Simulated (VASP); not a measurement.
# SiC (F-43m) in VASP: further runs

The runs below take SiC through single point, with PBE, PBEsol.

Program: VASP 6.6.1. These are calculated values, not measurements. Logs are shortened: lines on timing, memory, paths and dates and some standing lists are left out, and cuts for length are marked.

### Step 1. The cell of the first run

The structure is cubic, space group F-43m (No. 216). Conventional cell: a = 4.409 Å, b = 4.409 Å, c = 4.409 Å, α = 90.00°, β = 90.00°, γ = 90.00°. Within 2.5 Å of Si (site symmetry -43m) lie 4 C at 1.91 Å. C (site symmetry -43m) has 4 Si at 1.91 Å within 2.5 Å.

### Step 2. Single point, PBE (volume scaled by 1.020)

The input, INCAR:

```
PREC = Accurate ; ENCUT = 520
EDIFF = 1E-7 ; ISMEAR = 0
SIGMA = 0.05 ; LREAL = False
LASPH = True ; NELM = 80
ALGO = Normal ; ISIF = 2
LWAVE = False ; LCHARG = False
GGA = PE ; NBANDS = 11
```

The input, KPOINTS:

```
regular mesh
0
Gamma
  14 14 14
```

The input, POSCAR:

```
SiC
1.0
    0.0000000000      2.2043534331      2.2043534331
    2.2043534331      0.0000000000      2.2043534331
    2.2043534331      2.2043534331      0.0000000000
Si C
1 1
Direct
    0.0000000000      0.0000000000      0.0000000000
    0.7500000000      0.7500000000      0.7500000000
```

Potentials or basis: VASP PAW PBE potentials, release 64 (Si, C).

Run with:

```bash
$ cat potpaw_PBE.64/Si/POTCAR potpaw_PBE.64/C/POTCAR > POTCAR
$ mpirun -np 1 vasp_std > vasp.out
```

OUTCAR:

```text
PREC = Accurate
   ENCUT = 520
   EDIFF = 1E-7
   ISMEAR = 0
   LREAL = False
   LASPH = True
   NELM = 80
   ISIF = 2
   GGA = PE

 ion  position               nearest neighbor table
   1  0.000  0.000  0.000-   2 1.91   2 1.91   2 1.91   2 1.91
   2  0.750  0.750  0.750-   1 1.91   1 1.91   1 1.91   1 1.91

  LATTYP: Found a face centered cubic cell.
 ALAT       =     4.4087068662

  Lattice vectors:

 A1 = (   0.0000000000,   2.2043534331,   2.2043534331)
 A2 = (   2.2043534331,   0.0000000000,   2.2043534331)
 A3 = (   2.2043534331,   2.2043534331,   0.0000000000)

Analysis of symmetry for initial positions (statically):
=====================================================================
 Subroutine PRICEL returns:
 Original cell was already a primitive cell.

 Routine SETGRP: Setting up the symmetry group for a
 face centered cubic supercell.

 Subroutine GETGRP returns: Found 24 space group operations
 (whereof 24 operations were pure point group operations)
 out of a pool of 48 trial point group operations.

The static configuration has the point symmetry T_d .

Analysis of symmetry for dynamics (positions and initial velocities):
=====================================================================
 Subroutine PRICEL returns:
 Original cell was already a primitive cell.

 Routine SETGRP: Setting up the symmetry group for a
 face centered cubic supercell.

 Subroutine GETGRP returns: Found 24 space group operations
 (whereof 24 operations were pure point group operations)
 out of a pool of 48 trial point group operations.

The dynamic configuration has the point symmetry T_d .

 Subroutine INISYM returns: Found 24 space group operations
 (whereof 24 operations are pure point group operations),
 and found     1 'primitive' translations

----------------------------------------------------------------------------------------

                                     Primitive cell

  volume of cell :      21.4227

  direct lattice vectors                    reciprocal lattice vectors
     0.000000000  2.204353433  2.204353433    -0.226823881  0.226823881  0.226823881
     2.204353433  0.000000000  2.204353433     0.226823881 -0.226823881  0.226823881
     2.204353433  2.204353433  0.000000000     0.226823881  0.226823881 -0.226823881

  length of vectors
     3.117426521  3.117426521  3.117426521     0.392870486  0.392870486  0.392870486

  position of ions in fractional coordinates (direct lattice)
     0.000000000  0.000000000  0.000000000
[... 85 lines left out ...]
   ISYM   =      2    0-nonsym 1-usesym 2-fastsym
   POTIM  = 0.5000    time-step for ionic-motion
   TEBEG  =    0.0;   TEEND  =   0.0 temperature during run
   PSTRESS=    0.0 pullay stress
   NELECT =       8.0000    total number of electrons
   NUPDOWN=      -1.0000    fix difference up-down
   EMIN   =  10.00;   EMAX   =-10.00  energy-range for DOS
   EFERMI =   0.00;   METHOD = LEGACY
   ISMEAR =     0;   SIGMA  =   0.05  broadening in eV -4-tet -1-fermi 0-gaus
   EFERMI_NEDOS =   21; number of points for ismear=-14 and -15
   IALGO  =     38    algorithm
   IMIX   =      4    mixing-type and parameters
     AMIX     =   0.40;   BMIX     =  1.00
     AMIX_MAG =   1.60;   BMIX_MAG =  1.00
  volume/ion in A,a.u.               =      10.71        72.28
  Fermi-wavevector in a.u.,A,eV,Ry     =   1.178909  2.227815 18.909735  1.389826
  Thomas-Fermi vector in A             =   2.315229
   LORBIT       =      0    0 simple, 1 ext, 2 COOP (PROOUT), +10 PAW based schemes
   GGA     = PE    functional components
   LHFCALC =     F    Hartree Fock is set to
   AEXX    =    0.0000 exact exchange contribution
   IVDW    =     0    specifies the selected vdW correction
   LEPSILON=     F    determine dielectric tensor
   LRPA    =     F    only Hartree local field effects (RPA)
 non-spin polarized calculation
 Gauss-broadening in eV      SIGMA  =   0.05
  energy-cutoff  :      520.00
  volume of cell :       21.42
 maximum number of plane-waves:       592
   NGX = 11   NGY = 11   NGZ = 11

 number of electron       8.0000001 magnetization

 Free energy of the ion-electron system (eV)
  ---------------------------------------------------
  ext. energy  EPLUGINS =         0.00000000
  ---------------------------------------------------
  free energy    TOTEN  =       -15.05559198 eV

  energy without entropy =      -15.05559198  energy(sigma->0) =      -15.05559198

 E-fermi :   8.0037     XC(G=0): -11.2053

 val. band max:        7.7219953083   @ k =   0.0000   0.0000   0.0000
 cond. band min:       9.1104632311   @ k =   0.5000   0.5000   0.0000
 fundamental gap:      1.3884679228
 Fermi energy:         8.0037341166

 k-point     1 :       0.0000    0.0000    0.0000
  band No.  band energies     occupation
      1      -7.4114      2.00000
      2       7.7220      2.00000
      3       7.7220      2.00000
      4       7.7220      2.00000
      5      13.5504      0.00000
      6      14.7926      0.00000
      7      14.7926      0.00000
      8      14.7926      0.00000
      9      22.0280      0.00000
     10      22.0280      0.00000
     11      23.6709      0.00000
[... 309 lines left out ...]
 k-point    24 :       0.2857    0.1429    0.0000
  band No.  band energies     occupation
      1      -6.0201      2.00000
      2       3.8128      2.00000
      3       6.2829      2.00000
      4       6.4221      2.00000
      5      12.9415      0.00000
      6      15.0798      0.00000
      7      16.2352      0.00000
      8      16.8136      0.00000
      9      19.4309      0.00000
     10      22.8371      0.00000
     11      24.7540      0.00000

 [... further k-points ...]

------------------------ aborting loop because EDIFF is reached ----------------------------------------

  FORCE on cell =-STRESS in cart. coord.  units (eV):
  Direction    XX          YY          ZZ          XY          YZ          ZX
  --------------------------------------------------------------------------------------
  -------------------------------------------------------------------------------------
  Total       -0.5465055     -0.5465055     -0.5465055      0.0000000      0.0000000     -0.0000000
  in kB      -40.8725216    -40.8725216    -40.8725216      0.0000000      0.0000000     -0.0000000
  external PRESSURE =     -40.8725216 kB  Pullay stress =       0.0000000 kB

 VOLUME and BASIS-vectors are now :
 -----------------------------------------------------------------------------
  energy-cutoff  :      520.00
  volume of cell :       21.42
      direct lattice vectors                 reciprocal lattice vectors
     0.000000000  2.204353433  2.204353433    -0.226823881  0.226823881  0.226823881
     2.204353433  0.000000000  2.204353433     0.226823881 -0.226823881  0.226823881
     2.204353433  2.204353433  0.000000000     0.226823881  0.226823881 -0.226823881

 POSITION                                       TOTAL-FORCE (eV/Angst)
 -----------------------------------------------------------------------------------
      0.00000      0.00000      0.00000        -0.000000     -0.000000     -0.000000
      3.30653      3.30653      3.30653         0.000000      0.000000      0.000000
 -----------------------------------------------------------------------------------
    total drift:                               -0.000000     -0.000000     -0.000000

  FREE ENERGIE OF THE ION-ELECTRON SYSTEM (eV)
  ---------------------------------------------------
  free  energy   TOTEN  =       -15.0555919805 eV

  energy  without entropy=      -15.0555919805  energy(sigma->0) =      -15.05559198
```

OSZICAR:

```text
N       E                     dE             d eps       ncg     rms          rms(c)
DAV:   1     0.351607427969E+01    0.35161E+01   -0.39139E+03  2400   0.610E+02
DAV:   2    -0.162006153200E+02   -0.19717E+02   -0.18833E+02  2889   0.107E+02
DAV:   3    -0.168134958322E+02   -0.61288E+00   -0.61168E+00  2809   0.159E+01
DAV:   4    -0.168159632026E+02   -0.24674E-02   -0.24671E-02  2645   0.127E+00
DAV:   5    -0.168159752374E+02   -0.12035E-04   -0.12035E-04  2812   0.822E-02    0.846E+00
DAV:   6    -0.151020616026E+02    0.17139E+01   -0.64369E+00  2567   0.112E+01    0.372E+00
DAV:   7    -0.150628119252E+02    0.39250E-01   -0.34302E-01  2732   0.338E+00    0.172E+00
DAV:   8    -0.150553743254E+02    0.74376E-02   -0.19714E-02  2594   0.933E-01    0.172E-01
DAV:   9    -0.150554724647E+02   -0.98139E-04   -0.17259E-03  2884   0.233E-01    0.112E-01
DAV:  10    -0.150555890525E+02   -0.11659E-03   -0.25825E-04  2564   0.964E-02    0.262E-02
DAV:  11    -0.150555915019E+02   -0.24494E-05   -0.47237E-05  2753   0.349E-02    0.702E-03
DAV:  12    -0.150555919699E+02   -0.46800E-06   -0.21996E-06  2678   0.880E-03    0.116E-03
DAV:  13    -0.150555919805E+02   -0.10684E-07   -0.12412E-07  2525   0.226E-03
   1 F= -.15055592E+02 E0= -.15055592E+02  d E =-.501609E-18
```

Wall time 32 s (1 thread of AMD EPYC 7R13, shared host); peak memory 0.12 GiB.

What came out:

- Free energy: -15.0556 eV
- Pressure: -4.1 GPa
- Band gap on the k mesh: 1.39 eV, indirect (least direct gap 4.51 eV)

Levels at points of the mesh, in eV from the valence-band top:
| k point | band 1 | band 2 | band 3 | band 4 | band 5 | band 6 | band 7 | band 8 |
| --- | --- | --- | --- | --- | --- | --- | --- | --- |
| (0.00, 0.00, 0.00) | -15.13 | 0.00 | 0.00 | 0.00 | 5.83 | 7.07 | 7.07 | 7.07 |
| (0.50, 0.00, 0.00) | -11.69 | -8.35 | -1.04 | -1.04 | 5.12 | 7.09 | 7.09 | 9.86 |
| (0.50, 0.50, 0.00) | -10.28 | -7.69 | -3.12 | -3.12 | 1.39 | 4.20 | 13.63 | 13.63 |

Caveat: the cell differs from its parent crystal (volume scaled by 1.020). A k mesh can miss the band edges.

### Step 3. Single point, PBEsol

This run uses another cell than the first one, of 10.50 Å³/atom, 0.980 times its volume.

The input, INCAR:

```
SYSTEM = SiC
PREC = Accurate
ENCUT = 520
EDIFF = 1E-6
ISMEAR = 0
SIGMA = 0.05
LREAL = .False.
LASPH = .True.
NELM = 60
ALGO = Normal
ISIF = 2
LWAVE = .False.
LCHARG = .False.
GGA = PS
NBANDS = 11
```

The input, KPOINTS:

```
Automatic mesh
0
Gamma
  14 14 14
  0 0 0
```

The input, POSCAR:

```
SiC
1.0
    0.0000000000      2.1898506880      2.1898506880
    2.1898506880      0.0000000000      2.1898506880
    2.1898506880      2.1898506880      0.0000000000
Si C
1 1
Direct
    0.0000000000      0.0000000000      0.0000000000
    0.7500000000      0.7500000000      0.7500000000
```

Potentials or basis: VASP PAW PBE potentials, release 64 (Si, C).

Run with:

```bash
$ cat potpaw_PBE.64/Si/POTCAR potpaw_PBE.64/C/POTCAR > POTCAR
$ mpirun -np 1 vasp_std > vasp.out
```

Run time: 33 s. Hardware: 1 thread of AMD EPYC 7R13, shared host; peak memory 0.12 GiB.

The run converged. Its results:

```
Free energy            : -15.9124 eV
Pressure               : -3.0 GPa
Band gap on the k mesh : 1.25 eV, indirect (least direct gap 4.43 eV)
```

Levels at points of the mesh, in eV from the valence-band top:
```tsv
k point	band 1	band 2	band 3	band 4	band 5	band 6	band 7	band 8
(0.00, 0.00, 0.00)	-15.31	0.00	0.00	0.00	6.01	7.14	7.14	7.14
(0.50, 0.00, 0.00)	-11.76	-8.52	-1.05	-1.05	5.24	7.08	7.08	9.83
(0.50, 0.50, 0.00)	-10.31	-7.79	-3.18	-3.18	1.25	4.15	13.78	13.78
```

Caveat: the PAW data sets were made with another functional, which shifts forces and pressure a little.
